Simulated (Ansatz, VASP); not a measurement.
Given: the input of a run of Ansatz 0.2.0 on Sc.

File input.yaml:

```yaml
crystal:
  lattice: { a: 4.73555678, b: 4.73555678, c: 4.73555678, alpha: 90.0, beta: 90.0, gamma: 90.0 }
  space_group: 225
  reduce_to_primitive: true
  atoms:
    - { symbol: Sc, wyckoff: "4a", position: [0.0, 0.0, 0.0] }
hamiltonian:
  xc: rpbe
  pseudopotentials: { kind: paw, accuracy: stringent }
  dispersion: d3bj
kpoints:
  mp_grid: { grid: [10, 10, 10] }
scf:
  occupations: { method: fermi_dirac, width: 0.15 }
output:
  forces: true
  stress: true
  eigenvalues: true
```

Potentials or basis: SSSP precision PAW.

Command:

```bash
$ ansatz run input.yaml --threads 1 --pin off --max-ram 2560MiB --backend cpu --events-out ev --progress --plain --runs-dir out
```

Question: Set up the same calculation for VASP 6.6.1. Potentials there: VASP PAW PBE potentials, release 64 (Sc_sv).

Answer: As run (the cutoff follows the program's own potentials):

File INCAR:

```
  ALGO = Normal
  EDIFF = 1E-6
  ENCUT = 500
  GGA = RP
  GGA_COMPAT = False
  ISIF = 2
  ISMEAR = -1
  IVDW = 12
  LASPH = True
  LCHARG = False
  LREAL = False
  LWAVE = False
  NBANDS = 12
  NELM = 120
  PREC = Accurate
  SIGMA = 0.15
```

KPOINTS

```
k-points
0
Gamma
  10 10 10
```

Contents of POSCAR:

```
Sc
1.0
    0.0000000000      2.3677783900      2.3677783900
    2.3677783900      0.0000000000      2.3677783900
    2.3677783900      2.3677783900      0.0000000000
Sc
1
Direct
    0.0000000000      0.0000000000      0.0000000000
```

Potentials or basis: VASP PAW PBE potentials, release 64 (Sc_sv).

Run with:

```sh
$ cat potpaw_PBE.64/Sc_sv/POTCAR > POTCAR
$ mpirun -np 1 vasp_std > vasp.out
```

Both were run:

|  | VASP | Ansatz | Ansatz less VASP |
| --- | --- | --- | --- |
| gap on the k mesh at the Fermi level (eV) | none | none | - |
| pressure (GPa) | -19.7 | -19.7 | 0.00 |

VASP's potentials were made for PBE, not for RPBE. A gap of «none» marks a metal or a gap that the smearing closes.
